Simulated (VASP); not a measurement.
# Cr (P6_3/mmc) in VASP: single point with LDA

Aim: the single point of Cr with LDA.

All numbers are computed with VASP 6.6.1; they aren't measurements. Logs are shortened: lines on timing, memory, paths and dates and some standing lists are left out, and cuts for length are marked.

### Step 1. The cell of the first run

It takes space group P6_3/mmc (No. 194, hexagonal). Conventional cell: a = 2.714 Å, b = 2.714 Å, c = 4.410 Å, α = 90.00°, β = 90.00°, γ = 120.00°. Cr (site symmetry -6m2) has 12 Cr at 2.71 Å within 3.6 Å.

This isn't the form of Cr at room conditions, which is bcc.

### Step 2. Single point, LDA, collinear spin, ferromagnetic start

Contents of INCAR:

```
PREC = Accurate
ENCUT = 520
EDIFF = 1E-7
ISMEAR = -1
SIGMA = 0.03
LREAL = F
LASPH = T
NELM = 150
ALGO = Normal
ISIF = 2
LWAVE = F
LCHARG = F
ISPIN = 2
MAGMOM = 3 3 3 3
LORBIT = 11
LMAXMIX = 4
GGA = CA
NBANDS = 36
```

Contents of KPOINTS:

```
Automatic mesh
0
Gamma
  6 10 6
```

Contents of POSCAR:

```
Cr
1.0
    0.0000000000      0.0000000000      4.4100000000
    2.7140000000      0.0000000000      0.0000000000
    0.0000000000      4.7007858918      0.0000000000
Cr
4
Direct
    0.2500000000      1.0000000000      0.3333333334
    0.2500000000      0.5000000000      0.8333333334
    0.7500000000      0.5000000000      0.1666666666
    0.7500000000      0.0000000000      0.6666666666
```

Potentials or basis: VASP PAW LDA potentials, release 64 (Cr_pv).

On the command line:

```bash
$ cat potpaw_LDA.64/Cr_pv/POTCAR > POTCAR
$ mpirun -np 1 vasp_std > vasp.out
```

OUTCAR:

```text
PREC = Accurate
   ENCUT = 520
   EDIFF = 1E-7
   ISMEAR = -1
   LREAL = F
   LASPH = T
   NELM = 150
   ISIF = 2
   ISPIN = 2
   LORBIT = 11
   GGA = CA

 ion  position               nearest neighbor table
   1  0.250  0.000  0.333-   4 2.71   4 2.71   3 2.71   3 2.71   3 2.71   3 2.71   2 2.71   2 2.71
                             2 2.71   2 2.71
   2  0.250  0.500  0.833-   3 2.71   3 2.71   4 2.71   4 2.71   4 2.71   4 2.71   1 2.71   1 2.71
                             1 2.71   1 2.71
   3  0.750  0.500  0.167-   2 2.71   2 2.71   1 2.71   1 2.71   1 2.71   1 2.71   4 2.71   4 2.71
                             4 2.71   4 2.71
   4  0.750  0.000  0.667-   1 2.71   1 2.71   2 2.71   2 2.71   2 2.71   2 2.71   3 2.71   3 2.71
                             3 2.71   3 2.71

  LATTYP: Found a simple orthorhombic cell.
 ALAT       =     2.7140000000
 B/A-ratio  =     1.6249078850
 C/A-ratio  =     1.7320508076

  Lattice vectors:

 A1 = (  -2.7140000000,   0.0000000000,   0.0000000000)
 A2 = (   0.0000000000,   0.0000000000,   4.4100000000)
 A3 = (   0.0000000000,   4.7007858918,   0.0000000000)

Analysis of symmetry for initial positions (statically):
=====================================================================
 Subroutine PRICEL returns following result:

  LATTYP: Found a hexagonal cell.
 ALAT       =     2.7140000000
 C/A-ratio  =     1.6249078850

  Lattice vectors:

 A1 = (  -2.7140000000,   0.0000000000,   0.0000000000)
 A2 = (   1.3570000000,  -2.3503929459,   0.0000000000)
 A3 = (   0.0000000000,   0.0000000000,   4.4100000000)

   2 primitive cells build up your supercell.

 Routine SETGRP: Setting up the symmetry group for a
 simple orthorhombic supercell.

 Subroutine GETGRP returns: Found  8 space group operations
 (whereof  4 operations were pure point group operations)
 out of a pool of  8 trial point group operations.

The static configuration has the point symmetry C_2h.
 The point group associated with its full space group is D_2h.

Analysis of symmetry for dynamics (positions and initial velocities):
=====================================================================
 Subroutine PRICEL returns following result:

  LATTYP: Found a hexagonal cell.
 ALAT       =     2.7140000000
 C/A-ratio  =     1.6249078850

  Lattice vectors:

 A1 = (  -2.7140000000,   0.0000000000,   0.0000000000)
 A2 = (   1.3570000000,  -2.3503929459,   0.0000000000)
 A3 = (   0.0000000000,   0.0000000000,   4.4100000000)

   2 primitive cells build up your supercell.

 Routine SETGRP: Setting up the symmetry group for a
 simple orthorhombic supercell.

 Subroutine GETGRP returns: Found  8 space group operations
 (whereof  4 operations were pure point group operations)
 out of a pool of  8 trial point group operations.

The dynamic configuration has the point symmetry C_2h.
 The point group associated with its full space group is D_2h.

Analysis of structural, dynamic, and magnetic symmetry:
=====================================================================
 Subroutine PRICEL returns following result:

  LATTYP: Found a hexagonal cell.
 ALAT       =     2.7140000000
 C/A-ratio  =     1.6249078850

  Lattice vectors:

 A1 = (  -2.7140000000,   0.0000000000,   0.0000000000)
 A2 = (   1.3570000000,  -2.3503929459,   0.0000000000)
 A3 = (   0.0000000000,   0.0000000000,   4.4100000000)

   2 primitive cells build up your supercell.

 Routine SETGRP: Setting up the symmetry group for a
 simple orthorhombic supercell.

 Subroutine GETGRP returns: Found  8 space group operations
 (whereof  4 operations were pure point group operations)
 out of a pool of  8 trial point group operations.

The overall configuration has the point symmetry C_2h.
 The point group associated with its full space group is D_2h.

 Subroutine INISYM returns: Found  8 space group operations
 (whereof  4 operations are pure point group operations),
 and found     2 'primitive' translations

----------------------------------------------------------------------------------------

                                     Primitive cell

  volume of cell :      28.1312

  direct lattice vectors                    reciprocal lattice vectors
    -2.714000000  0.000000000  0.000000000    -0.368459838 -0.212730387  0.000000000
     1.357000000 -2.350392946  0.000000000    -0.000000000 -0.425460773  0.000000000
     0.000000000  0.000000000  4.410000000     0.000000000  0.000000000  0.226757370

  length of vectors
     2.714000000  2.714000000  4.410000000     0.425460773  0.425460773  0.226757370

  position of ions in fractional coordinates (direct lattice)
     0.666666667  0.333333333  0.250000000
     0.333333333  0.666666667  0.750000000

  ion indices of the primitive-cell ions
   primitive index   ion index
                 1           1
                 2           4

----------------------------------------------------------------------------------------

 KPOINTS: Automatic mesh

Automatic generation of k-mesh.
 Grid dimensions read from file:
 generate k-points for:    6   10    6

 Generating k-lattice:

  Cartesian coordinates                     Fractional coordinates (reciprocal lattice)
     0.000000000  0.000000000  0.037792895     0.166666667  0.000000000  0.000000000
     0.036845984  0.000000000  0.000000000     0.000000000  0.100000000  0.000000000
     0.000000000  0.035455064  0.000000000     0.000000000  0.000000000  0.166666667

  Length of vectors
     0.037792895  0.036845984  0.035455064

  Shift w.r.t. Gamma in fractional coordinates (k-lattice)
     0.000000000  0.000000000  0.000000000

 Subroutine IBZKPT returns following result:
 ===========================================

 Found     96 irreducible k-points:

 Following reciprocal coordinates:
            Coordinates               Weight
  0.000000  0.000000  0.000000      1.000000
  0.166667  0.000000  0.000000      2.000000
  0.333333  0.000000  0.000000      2.000000
  0.500000  0.000000  0.000000      1.000000
  0.000000  0.100000  0.000000      2.000000
  0.166667  0.100000  0.000000      4.000000
[... 16 lines left out ...]
  0.333333  0.500000  0.000000      2.000000
  0.500000  0.500000  0.000000      1.000000
 [... further k-points ...]
   k-points           NKPTS =     96   k-points in BZ     NKDIM =     96   number of bands    NBANDS=     36
   number of dos      NEDOS =    301   number of ions     NIONS =      4
   total plane-waves  NPLWV =  25920
   dimension x,y,z NGX =    36 NGY =   20 NGZ =   36
   dimension x,y,z NGXF=    72 NGYF=   40 NGZF=   72
   ions per type =               4
   NGX,Y,Z   is equivalent  to a cutoff of  13.57, 12.25, 12.73 a.u.
   NGXF,Y,Z  is equivalent  to a cutoff of  27.14, 24.50, 25.46 a.u.
 SYSTEM =  unknown system
   PREC   = accura    normal or accurate (medium, high low for compatibility)
   ISTART =      0    job   : 0-new  1-cont  2-samecut
   ICHARG =      2    charge: 1-file 2-atom 10-const
   ISPIN  =      2    spin polarized calculation?
   LNONCOLLINEAR =      F non collinear calculations
   LSORBIT =      F    spin-orbit coupling
   LASPH  =      T    aspherical Exc in radial PAW
   ENCUT  =  520.0 eV  38.22 Ry    6.18 a.u.   8.20  5.05  8.74*2*pi/ulx,y,z
   NELM   =    150;   NELMIN=  2; NELMDL= -5     # of ELM steps
   EDIFF  = 0.1E-06   stopping-criterion for ELM
   LREAL  =      F    real-space projection
   EDIFFG = 0.1E-05   stopping-criterion for IOM
   NSW    =      0    number of steps for IOM
   IBRION =     -1    ionic relax: 0-MD 1-quasi-New 2-CG
   NFREE  =      0    steps in history (QN), initial steepest desc. (CG)
   ISIF   =      2    stress and relaxation
   ISYM   =      2    0-nonsym 1-usesym 2-fastsym
   POTIM  = 0.5000    time-step for ionic-motion
   TEBEG  =    0.0;   TEEND  =   0.0 temperature during run
   PSTRESS=    0.0 pullay stress
   NELECT =      48.0000    total number of electrons
   NUPDOWN=      -1.0000    fix difference up-down
   EMIN   =  10.00;   EMAX   =-10.00  energy-range for DOS
   EFERMI =   0.00;   METHOD = LEGACY
   ISMEAR =    -1;   SIGMA  =   0.03  broadening in eV -4-tet -1-fermi 0-gaus
   EFERMI_NEDOS =   21; number of points for ismear=-14 and -15
   IALGO  =     38    algorithm
   IMIX   =      4    mixing-type and parameters
     AMIX     =   0.40;   BMIX     =  1.00
     AMIX_MAG =   1.60;   BMIX_MAG =  1.00
  volume/ion in A,a.u.               =      14.07        94.92
  Fermi-wavevector in a.u.,A,eV,Ry     =   1.552681  2.934142 32.801180  2.410819
  Thomas-Fermi vector in A             =   2.657021
   LORBIT       =     11    0 simple, 1 ext, 2 COOP (PROOUT), +10 PAW based schemes
   GGA     = CA    functional components
   LHFCALC =     F    Hartree Fock is set to
   AEXX    =    0.0000 exact exchange contribution
   IVDW    =     0    specifies the selected vdW correction
   LEPSILON=     F    determine dielectric tensor
   LRPA    =     F    only Hartree local field effects (RPA)
 spin polarized calculation
  energy-cutoff  :      520.00
  volume of cell :       56.26
 maximum number of plane-waves:      1540
 NGX is ok and might be reduce to    36
   NGX = 17   NGY = 11   NGZ = 17

 number of electron      48.0000000 magnetization      12.0000000

 number of electron      48.0000012 magnetization       0.3294603

 Free energy of the ion-electron system (eV)
  ---------------------------------------------------
  ext. energy  EPLUGINS =         0.00000000
  ---------------------------------------------------
  free energy    TOTEN  =       -38.90790783 eV

  energy without entropy =      -38.87526469  energy(sigma->0) =      -38.89158626

 E-fermi :   8.0383     XC(G=0): -12.8678

 val. band max:        8.0365525097   @ k =   0.1667   0.2000   0.5000
 cond. band min:       8.0389447874   @ k =   0.3333   0.2000   0.3333
 fundamental gap:      0.0023922777
 Fermi energy:         8.0382845878

 spin component 1

 k-point     1 :       0.0000    0.0000    0.0000
  band No.  band energies     occupation
      1     -34.6973      1.00000
      2     -34.6756      1.00000
      3     -34.5951      1.00000
      4     -34.4744      1.00000
      5     -34.4104      1.00000
      6     -34.3119      1.00000
[... 28 lines left out ...]
     35      11.2921      0.00000
     36      12.8418      0.00000

 k-point     2 :       0.1667    0.0000    0.0000
  band No.  band energies     occupation
      1     -34.6907      1.00000
      2     -34.6645      1.00000
      3     -34.6166      1.00000
      4     -34.4427      1.00000
      5     -34.4028      1.00000
      6     -34.3063      1.00000
[... 850 lines left out ...]
 k-point    24 :       0.5000    0.5000    0.0000
  band No.  band energies     occupation
      1     -34.6320      1.00000
      2     -34.6320      1.00000
      3     -34.6320      1.00000
      4     -34.6320      1.00000
      5     -34.4485      1.00000
      6     -34.4485      1.00000
[... 28 lines left out ...]
     35      12.0394      0.00000
     36      12.0394      0.00000

 [... further k-points ...]

 spin component 2

 k-point     1 :       0.0000    0.0000    0.0000
  band No.  band energies     occupation
      1     -34.6306      1.00000
      2     -34.6059      1.00000
      3     -34.5251      1.00000
      4     -34.4073      1.00000
      5     -34.3382      1.00000
      6     -34.2445      1.00000
[... 28 lines left out ...]
     35      11.3472      0.00000
     36      12.8917      0.00000

 k-point     2 :       0.1667    0.0000    0.0000
  band No.  band energies     occupation
      1     -34.6212      1.00000
      2     -34.5978      1.00000
      3     -34.5469      1.00000
      4     -34.3753      1.00000
      5     -34.3305      1.00000
      6     -34.2387      1.00000
[... 850 lines left out ...]
 k-point    24 :       0.5000    0.5000    0.0000
  band No.  band energies     occupation
      1     -34.5615      1.00000
      2     -34.5615      1.00000
      3     -34.5615      1.00000
      4     -34.5615      1.00000
      5     -34.3783      1.00000
      6     -34.3783      1.00000
[... 28 lines left out ...]
     35      12.0930      0.00000
     36      12.0930      0.00000

 [... further k-points ...]

------------------------ aborting loop because EDIFF is reached ----------------------------------------

  FORCE on cell =-STRESS in cart. coord.  units (eV):
  Direction    XX          YY          ZZ          XY          YZ          ZX
  --------------------------------------------------------------------------------------
  -------------------------------------------------------------------------------------
  Total      -14.7042815    -14.7741019    -11.7262532      0.0000000      0.0000000      0.0000000
  in kB     -418.7313598   -420.7196240   -333.9265474      0.0000000      0.0000000      0.0000000
  external PRESSURE =    -391.1258438 kB  Pullay stress =       0.0000000 kB

 VOLUME and BASIS-vectors are now :
 -----------------------------------------------------------------------------
  energy-cutoff  :      520.00
  volume of cell :       56.26
      direct lattice vectors                 reciprocal lattice vectors
     0.000000000  0.000000000  4.410000000     0.000000000  0.000000000  0.226757370
     2.714000000  0.000000000  0.000000000     0.368459838  0.000000000  0.000000000
     0.000000000  4.700785892  0.000000000     0.000000000  0.212730387  0.000000000

 POSITION                                       TOTAL-FORCE (eV/Angst)
 -----------------------------------------------------------------------------------
      0.00000      1.56693      1.10250         0.000000     -0.011047      0.000000
      1.35700      3.91732      1.10250        -0.000000     -0.011047      0.000000
      1.35700      0.78346      3.30750        -0.000000      0.011047     -0.000000
      0.00000      3.13386      3.30750         0.000000      0.011047     -0.000000
 -----------------------------------------------------------------------------------
    total drift:                               -0.000000      0.000000      0.000000

  FREE ENERGIE OF THE ION-ELECTRON SYSTEM (eV)
  ---------------------------------------------------
  free  energy   TOTEN  =       -38.9079078288 eV

  energy  without entropy=      -38.8752646865  energy(sigma->0) =      -38.89158626

 total charge

# of ion       s       p       d       tot
------------------------------------------
    1        0.378   6.272   4.079  10.729
    2        0.378   6.272   4.079  10.729
    3        0.378   6.272   4.079  10.729
    4        0.378   6.272   4.079  10.729
--------------------------------------------------
tot          1.510  25.088  16.316  42.915

 magnetization (x)

# of ion       s       p       d       tot
------------------------------------------
    1        0.000   0.002   0.074   0.076
    2        0.000   0.002   0.074   0.076
    3        0.000   0.002   0.074   0.076
    4        0.000   0.002   0.074   0.076
--------------------------------------------------
tot          0.001   0.009   0.294   0.304
```

Run time: 5.4 min. Hardware: 1 thread of Intel Xeon Platinum 8488C (Sapphire Rapids), shared host; peak memory 0.34 GiB.

Results:

- Free energy: -38.9079 eV
- Pressure: -39.1 GPa
- Largest force: 0.011 eV/Å
- Net moment: 0.33 μB per cell
- Site moments: Cr +0.08 μB
- Valence electrons inside the program's atomic spheres: Cr 10.73

Forces in eV/Å, atoms in the order of the input:
```
Cr   0.000 -0.011  0.000
Cr   0.000 -0.011  0.000
Cr   0.000  0.011  0.000
Cr   0.000  0.011  0.000
```

Caveat: the stress differs along the axes, from -42 to -33 GPa.
